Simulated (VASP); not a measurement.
# HgTe in VASP: further runs

Aim: see how the results for HgTe move with the level of theory and the settings. Levels: PBE, r2SCAN, HSE06. Tasks: single point.

All numbers are computed with VASP 6.6.1; they aren't measurements. Logs are shortened: lines on timing, memory, paths and dates and some standing lists are left out, and cuts for length are marked.

## 1. The cell of the first run

Symmetry: I-4m2, No. 119, tetragonal system. The conventional cell has a = 4.652 Å, b = 4.652 Å, c = 6.446 Å, α = 90.00°, β = 90.00°, γ = 90.00°. Within 3.7 Å of Hg (site symmetry -4m2) lie 4 Te at 2.83 Å. Within 3.7 Å of Te (site symmetry -4m2) lie 4 Hg at 2.83 Å.

## 2. Single point, PBE (uniaxial y strain -2.0%)

File INCAR:

```
SYSTEM = HgTe
PREC = Accurate ; ENCUT = 520
EDIFF = 1E-6 ; ISMEAR = -1
SIGMA = 0.02 ; LREAL = .FALSE.
LASPH = .TRUE. ; NELM = 100
ALGO = Normal ; ISIF = 2
LWAVE = .FALSE. ; LCHARG = .FALSE.
GGA = PE ; NBANDS = 16
```

File KPOINTS:

```
Automatic mesh
0
G
  6 6 6
  0 0 0
```

File POSCAR:

```
HgTe
1.0
    0.0000000000      3.2227555006      3.2891972858
    3.2891972858      0.0000000000      3.2891972858
    3.2891972858      3.2227555006      0.0000000000
Hg Te
1 1
Direct
    0.0000000000      0.0000000000      0.0000000000
    0.2500000000      0.2500000000      0.2500000000
```

Potentials or basis: VASP PAW PBE potentials, release 64 (Hg, Te).

Launch:

```sh
$ cat potpaw_PBE.64/Hg/POTCAR potpaw_PBE.64/Te/POTCAR > POTCAR
$ mpirun -np 1 vasp_std > vasp.out
```

OUTCAR:

```text
SYSTEM = HgTe
   PREC = Accurate
   ENCUT = 520
   EDIFF = 1E-6
   ISMEAR = -1
   LREAL = .FALSE.
   LASPH = .TRUE.
   NELM = 100
   ISIF = 2
   GGA = PE

 ion  position               nearest neighbor table
   1  0.000  0.000  0.000-   2 2.83   2 2.83   2 2.83   2 2.83
   2  0.250  0.250  0.250-   1 2.83   1 2.83   1 2.83   1 2.83

  LATTYP: Found a body centered tetragonal cell.
 ALAT       =     4.6516274109
 C/A-ratio  =     1.3856464484

  Lattice vectors:

 A1 = (   0.0000000000,  -3.2227555006,   3.2891972858)
 A2 = (   0.0000000000,  -3.2227555006,  -3.2891972858)
 A3 = (   3.2891972858,   3.2227555006,   0.0000000000)

Analysis of symmetry for initial positions (statically):
=====================================================================
 Subroutine PRICEL returns:
 Original cell was already a primitive cell.

 Routine SETGRP: Setting up the symmetry group for a
 body centered tetragonal supercell.

 Subroutine GETGRP returns: Found  8 space group operations
 (whereof  8 operations were pure point group operations)
 out of a pool of 16 trial point group operations.

The static configuration has the point symmetry D_2d.

Analysis of symmetry for dynamics (positions and initial velocities):
=====================================================================
 Subroutine PRICEL returns:
 Original cell was already a primitive cell.

 Routine SETGRP: Setting up the symmetry group for a
 body centered tetragonal supercell.

 Subroutine GETGRP returns: Found  8 space group operations
 (whereof  8 operations were pure point group operations)
 out of a pool of 16 trial point group operations.

The dynamic configuration has the point symmetry D_2d.

 Subroutine INISYM returns: Found  8 space group operations
 (whereof  8 operations are pure point group operations),
 and found     1 'primitive' translations

----------------------------------------------------------------------------------------

                                     Primitive cell

  volume of cell :      69.7328

  direct lattice vectors                    reciprocal lattice vectors
     0.000000000  3.222755501  3.289197286    -0.152012773  0.155146737  0.152012773
     3.289197286  0.000000000  3.289197286     0.152012773 -0.155146737  0.152012773
     3.289197286  3.222755501  0.000000000     0.152012773  0.155146737 -0.152012773

  length of vectors
     4.604885645  4.651627411  4.604885645     0.265115590  0.265115590  0.265115590

  position of ions in fractional coordinates (direct lattice)
     0.000000000  0.000000000  0.000000000
     0.250000000  0.250000000  0.250000000

  ion indices of the primitive-cell ions
   primitive index   ion index
                 1           1
                 2           2

----------------------------------------------------------------------------------------

 KPOINTS: Automatic mesh

Automatic generation of k-mesh.
 Grid dimensions read from file:
 generate k-points for:    6    6    6

 Generating k-lattice:

  Cartesian coordinates                     Fractional coordinates (reciprocal lattice)
    -0.025335462  0.025857789  0.025335462     0.166666667  0.000000000  0.000000000
     0.025335462 -0.025857789  0.025335462    -0.000000000  0.166666667 -0.000000000
     0.025335462  0.025857789 -0.025335462     0.000000000  0.000000000  0.166666667

  Length of vectors
     0.044185932  0.044185932  0.044185932

  Shift w.r.t. Gamma in fractional coordinates (k-lattice)
     0.000000000  0.000000000  0.000000000

 Subroutine IBZKPT returns following result:
 ===========================================

 Found     30 irreducible k-points:

 Following reciprocal coordinates:
            Coordinates               Weight
  0.000000  0.000000  0.000000      1.000000
  0.166667  0.000000  0.000000      8.000000
  0.333333  0.000000  0.000000      8.000000
  0.500000  0.000000  0.000000      4.000000
  0.166667  0.166667  0.000000      4.000000
  0.333333  0.166667  0.000000     16.000000
[... 16 lines left out ...]
  0.333333 -0.333333  0.166667     16.000000
  0.500000 -0.333333  0.166667      4.000000
 [... further k-points ...]
   k-points           NKPTS =     30   k-points in BZ     NKDIM =     30   number of bands    NBANDS=     16
   number of dos      NEDOS =    301   number of ions     NIONS =      2
   total plane-waves  NPLWV =  46656
   dimension x,y,z NGX =    36 NGY =   36 NGZ =   36
   dimension x,y,z NGXF=    72 NGYF=   72 NGZF=   72
   ions per type =               1   1
   NGX,Y,Z   is equivalent  to a cutoff of  13.00, 12.87, 13.00 a.u.
   NGXF,Y,Z  is equivalent  to a cutoff of  25.99, 25.73, 25.99 a.u.
 SYSTEM =  HgTe
   PREC   = accura    normal or accurate (medium, high low for compatibility)
   ISTART =      0    job   : 0-new  1-cont  2-samecut
   ICHARG =      2    charge: 1-file 2-atom 10-const
   ISPIN  =      1    spin polarized calculation?
   LNONCOLLINEAR =      F non collinear calculations
   LSORBIT =      F    spin-orbit coupling
   LASPH  =      T    aspherical Exc in radial PAW
   ENCUT  =  520.0 eV  38.22 Ry    6.18 a.u.   8.56  8.65  8.56*2*pi/ulx,y,z
   NELM   =    100;   NELMIN=  2; NELMDL= -5     # of ELM steps
   EDIFF  = 0.1E-05   stopping-criterion for ELM
   LREAL  =      F    real-space projection
   EDIFFG = 0.1E-04   stopping-criterion for IOM
   NSW    =      0    number of steps for IOM
   IBRION =     -1    ionic relax: 0-MD 1-quasi-New 2-CG
   NFREE  =      0    steps in history (QN), initial steepest desc. (CG)
   ISIF   =      2    stress and relaxation
   ISYM   =      2    0-nonsym 1-usesym 2-fastsym
   POTIM  = 0.5000    time-step for ionic-motion
   TEBEG  =    0.0;   TEEND  =   0.0 temperature during run
   PSTRESS=    0.0 pullay stress
   NELECT =      18.0000    total number of electrons
   NUPDOWN=      -1.0000    fix difference up-down
   EMIN   =  10.00;   EMAX   =-10.00  energy-range for DOS
   EFERMI =   0.00;   METHOD = LEGACY
   ISMEAR =    -1;   SIGMA  =   0.02  broadening in eV -4-tet -1-fermi 0-gaus
   EFERMI_NEDOS =   21; number of points for ismear=-14 and -15
   IALGO  =     38    algorithm
   IMIX   =      4    mixing-type and parameters
     AMIX     =   0.40;   BMIX     =  1.00
     AMIX_MAG =   1.60;   BMIX_MAG =  1.00
  volume/ion in A,a.u.               =      34.87       235.29
  Fermi-wavevector in a.u.,A,eV,Ry     =   1.042365  1.969785 14.783075  1.086525
  Thomas-Fermi vector in A             =   2.177027
   LORBIT       =      0    0 simple, 1 ext, 2 COOP (PROOUT), +10 PAW based schemes
   GGA     = PE    functional components
   LHFCALC =     F    Hartree Fock is set to
   AEXX    =    0.0000 exact exchange contribution
   IVDW    =     0    specifies the selected vdW correction
   LEPSILON=     F    determine dielectric tensor
   LRPA    =     F    only Hartree local field effects (RPA)
 non-spin polarized calculation
  energy-cutoff  :      520.00
  volume of cell :       69.73
 maximum number of plane-waves:      1891
 NGX is ok and might be reduce to    36
   NGX = 17   NGY = 17   NGZ = 17

 number of electron      18.0000003 magnetization

 Free energy of the ion-electron system (eV)
  ---------------------------------------------------
  ext. energy  EPLUGINS =         0.00000000
  ---------------------------------------------------
  free energy    TOTEN  =        -3.61386049 eV

  energy without entropy =       -3.61362367  energy(sigma->0) =       -3.61374208

 E-fermi :   2.7833     XC(G=0):  -8.5947

 val. band max:        2.7432812074   @ k =   0.0000   0.0000   0.0000
 cond. band min:       2.8065949097   @ k =   0.0000   0.0000   0.0000
 fundamental gap:      0.0633137023
 Fermi energy:         2.7833215211

 k-point     1 :       0.0000    0.0000    0.0000
  band No.  band energies     occupation
      1      -8.9928      2.00000
      2      -4.4091      2.00000
      3      -4.4091      2.00000
      4      -4.4057      2.00000
      5      -3.9243      2.00000
      6      -3.9110      2.00000
[... 8 lines left out ...]
     15      12.1422      0.00000
     16      12.3823      0.00000

 k-point     2 :       0.1667    0.0000    0.0000
  band No.  band energies     occupation
      1      -8.8686      2.00000
      2      -4.3761      2.00000
      3      -4.3737      2.00000
      4      -4.3500      2.00000
      5      -3.9254      2.00000
      6      -3.9146      2.00000
[... 8 lines left out ...]
     15      11.2645      0.00000
     16      11.4039      0.00000

 k-point     3 :       0.3333    0.0000    0.0000
  band No.  band energies     occupation
      1      -8.6026      2.00000
      2      -4.3196      2.00000
      3      -4.3131      2.00000
      4      -4.0715      2.00000
      5      -3.9132      2.00000
      6      -3.9091      2.00000
[... 8 lines left out ...]
     15      11.6310      0.00000
     16      11.6345      0.00000

 k-point     4 :       0.5000    0.0000    0.0000
  band No.  band energies     occupation
      1      -8.4601      2.00000
      2      -4.2982      2.00000
      3      -4.2889      2.00000
      4      -3.8995      2.00000
      5      -3.8976      2.00000
      6      -3.6322      2.00000
[... 8 lines left out ...]
     15      12.7097      0.00000
     16      12.8319      0.00000

 k-point     5 :       0.1667    0.1667    0.0000
  band No.  band energies     occupation
      1      -8.8279      2.00000
      2      -4.3806      2.00000
      3      -4.3457      2.00000
      4      -4.3330      2.00000
      5      -3.9428      2.00000
      6      -3.9003      2.00000
[... 8 lines left out ...]
     15      11.1738      0.00000
     16      12.4522      0.00000

 k-point     6 :       0.3333    0.1667    0.0000
  band No.  band energies     occupation
      1      -8.6071      2.00000
      2      -4.3189      2.00000
      3      -4.2713      2.00000
      4      -4.1849      2.00000
      5      -3.9278      2.00000
      6      -3.8900      2.00000
[... 8 lines left out ...]
     15      12.1151      0.00000
     16      12.4637      0.00000

 k-point     7 :       0.5000    0.1667    0.0000
  band No.  band energies     occupation
      1      -8.4171      2.00000
      2      -4.2800      2.00000
      3      -4.2406      2.00000
      4      -3.9602      2.00000
      5      -3.8941      2.00000
      6      -3.6610      2.00000
[... 8 lines left out ...]
     15      12.3583      0.00000
     16      12.8666      0.00000

 k-point     8 :      -0.3333    0.1667   -0.0000
  band No.  band energies     occupation
      1      -8.4638      2.00000
      2      -4.2807      2.00000
      3      -4.2643      2.00000
      4      -3.9574      2.00000
      5      -3.9234      2.00000
      6      -3.7925      2.00000
[... 8 lines left out ...]
     15      11.6094      0.00000
     16      12.8569      0.00000

 k-point     9 :      -0.1667    0.1667   -0.0000
  band No.  band energies     occupation
      1      -8.6942      2.00000
      2      -4.3362      2.00000
      3      -4.3155      2.00000
      4      -4.2389      2.00000
      5      -3.9350      2.00000
      6      -3.8971      2.00000
[... 8 lines left out ...]
     15      11.6580      0.00000
     16      11.8928      0.00000
[... 172 lines left out ...]
 k-point    19 :       0.5000    0.3333    0.1667
  band No.  band energies     occupation
      1      -8.4212      2.00000
      2      -4.2500      2.00000
      3      -4.2203      2.00000
      4      -4.0508      2.00000
      5      -3.8955      2.00000
      6      -3.7747      2.00000
[... 8 lines left out ...]
     15      12.9729      0.00000
     16      13.7036      0.00000

 k-point    20 :      -0.3333    0.3333    0.1667
  band No.  band energies     occupation
      1      -8.3252      2.00000
      2      -4.2333      2.00000
      3      -4.1867      2.00000
      4      -3.9633      2.00000
      5      -3.9179      2.00000
      6      -3.4885      2.00000
[... 8 lines left out ...]
     15      12.9962      0.00000
     16      13.5500      0.00000

 k-point    21 :       0.3333    0.5000    0.1667
  band No.  band energies     occupation
      1      -8.4206      2.00000
      2      -4.2503      2.00000
      3      -4.2202      2.00000
      4      -4.0452      2.00000
      5      -3.8949      2.00000
      6      -3.7852      2.00000
[... 8 lines left out ...]
     15      12.8193      0.00000
     16      13.7214      0.00000

 k-point    22 :      -0.3333    0.5000    0.1667
  band No.  band energies     occupation
      1      -8.2781      2.00000
      2      -4.2123      2.00000
      3      -4.1315      2.00000
      4      -4.0278      2.00000
      5      -3.8966      2.00000
      6      -3.3938      2.00000
[... 8 lines left out ...]
     15      13.4128      0.00000
     16      13.6502      0.00000

 k-point    23 :       0.3333   -0.3333    0.1667
  band No.  band energies     occupation
      1      -8.3216      2.00000
      2      -4.2241      2.00000
      3      -4.1955      2.00000
      4      -3.9623      2.00000
      5      -3.9285      2.00000
      6      -3.4804      2.00000
[... 8 lines left out ...]
     15      13.0790      0.00000
     16      13.7550      0.00000

 k-point    24 :       0.5000   -0.3333    0.1667
  band No.  band energies     occupation
      1      -8.2757      2.00000
      2      -4.1969      2.00000
      3      -4.1557      2.00000
      4      -4.0187      2.00000
      5      -3.9045      2.00000
      6      -3.3926      2.00000
[... 8 lines left out ...]
     15      13.6896      0.00000
     16      13.9538      0.00000

 [... further k-points ...]

------------------------ aborting loop because EDIFF is reached ----------------------------------------

  FORCE on cell =-STRESS in cart. coord.  units (eV):
  Direction    XX          YY          ZZ          XY          YZ          ZX
  --------------------------------------------------------------------------------------
  -------------------------------------------------------------------------------------
  Total        0.9257181      1.0232457      0.9257181      0.0000000     -0.0000000      0.0000000
  in kB       21.2692488     23.5100376     21.2692488      0.0000000     -0.0000000      0.0000000
  external PRESSURE =      22.0161784 kB  Pullay stress =       0.0000000 kB

 VOLUME and BASIS-vectors are now :
 -----------------------------------------------------------------------------
  energy-cutoff  :      520.00
  volume of cell :       69.73
      direct lattice vectors                 reciprocal lattice vectors
     0.000000000  3.222755501  3.289197286    -0.152012773  0.155146737  0.152012773
     3.289197286  0.000000000  3.289197286     0.152012773 -0.155146737  0.152012773
     3.289197286  3.222755501  0.000000000     0.152012773  0.155146737 -0.152012773

 POSITION                                       TOTAL-FORCE (eV/Angst)
 -----------------------------------------------------------------------------------
      0.00000      0.00000      0.00000         0.000000      0.000000      0.000000
      1.64460      1.61138      1.64460        -0.000000     -0.000000     -0.000000
 -----------------------------------------------------------------------------------
    total drift:                               -0.000000      0.000000     -0.000000

  FREE ENERGIE OF THE ION-ELECTRON SYSTEM (eV)
  ---------------------------------------------------
  free  energy   TOTEN  =        -3.6138604887 eV

  energy  without entropy=       -3.6136236650  energy(sigma->0) =       -3.61374208
```

It took 20 s on 1 thread of AMD EPYC 9R45 (Zen 5), shared host; peak memory 0.19 GiB.

Results:

| Quantity | Value |
| --- | --- |
| Free energy | -3.6139 eV |
| Pressure | 2.2 GPa |
| Band gap on the k mesh | 0.06 eV |

Caveat: the cell differs from its parent crystal (uniaxial y strain -2.0%); spin-orbit coupling is left out, which moves the levels of the heavy elements.

## 3. Single point, r2SCAN (strain +3.9%)

File POSCAR:

```
HgTe
1.0
    0.0000000000      3.4171470602      3.4171470602
    3.4171470602      0.0000000000      3.4171470602
    3.4171470602      3.4171470602      0.0000000000
Hg Te
1 1
Direct
    0.0000000000      0.0000000000      0.0000000000
    0.2500000000      0.2500000000      0.2500000000
```

File INCAR.step1:

```
SYSTEM = HgTe
PREC     = Accurate       ! precision mode
ENCUT    = 520            ! plane-wave cutoff, eV
ISMEAR   = -1             ! smearing method
SIGMA    = 0.02           ! smearing width, eV
LREAL    = .FALSE.        ! projectors in reciprocal space
LASPH    = .TRUE.         ! aspherical terms in the spheres
NELM     = 60             ! most SCF steps
NBANDS   = 16             ! bands
GGA      = PE             ! functional
ALGO     = Normal         ! electronic algorithm
EDIFF    = 1E-4           ! SCF threshold, eV
LWAVE    = .TRUE.         ! write WAVECAR
LCHARG   = .FALSE.        ! write CHGCAR
```

File INCAR.step2:

```
SYSTEM = HgTe
PREC     = Accurate       ! precision mode
ENCUT    = 520            ! plane-wave cutoff, eV
EDIFF    = 1E-6           ! SCF threshold, eV
ISMEAR   = -1             ! smearing method
SIGMA    = 0.02           ! smearing width, eV
LREAL    = .FALSE.        ! projectors in reciprocal space
LASPH    = .TRUE.         ! aspherical terms in the spheres
NELM     = 60             ! most SCF steps
ALGO     = Normal         ! electronic algorithm
ISIF     = 2              ! what is computed and relaxed
LWAVE    = .FALSE.        ! write WAVECAR
LCHARG   = .FALSE.        ! write CHGCAR
METAGGA  = R2SCAN         ! meta-GGA
LMIXTAU  = .TRUE.       
NBANDS   = 16             ! bands
ISTART   = 1
```

KPOINTS is that of step 2.

Potentials or basis: VASP PAW PBE potentials, release 64 (Hg, Te).

Launch:

```sh
$ cat potpaw_PBE.64/Hg/POTCAR potpaw_PBE.64/Te/POTCAR > POTCAR
$ cp INCAR.step1 INCAR
$ mpirun -np 1 vasp_std > vasp.out
$ cp INCAR.step2 INCAR
$ mpirun -np 1 vasp_std > vasp.out
```

It took 49 s on 1 thread of AMD EPYC 9R45 (Zen 5), shared host; peak memory 0.19 GiB.

The run converged. Its results:

```
Free energy            : -75.0532 eV
Pressure               : -3.4 GPa
Band gap on the k mesh : zero (filled and empty bands touch)
```

Levels at points of the mesh, in eV from the Fermi level:
```csv
k point,band 6,band 7,band 8,band 9,band 10,band 11,band 12,band 13
"(0.00, 0.00, 0.00)",-6.43,-0.84,-0.01,-0.01,-0.01,4.83,4.83,4.83
"(0.50, 0.00, 0.00)",-6.21,-4.62,-0.73,-0.73,0.89,5.51,5.51,6.92
"(0.50, 0.50, 0.00)",-6.11,-4.70,-1.71,-1.71,2.04,3.12,8.07,8.72
```

Caveat: the cell differs from its parent crystal (strain +3.9%); the cell stands under tension; semilocal functionals underestimate gaps, and a narrow one can read as zero; the PAW data sets were made with another functional, which shifts forces and pressure a little; spin-orbit coupling is left out, which moves the levels of the heavy elements.

(Part 1 of 2 ends here.)

The gap in the log of VASP goes by the Fermi energy; the results here count the filled bands.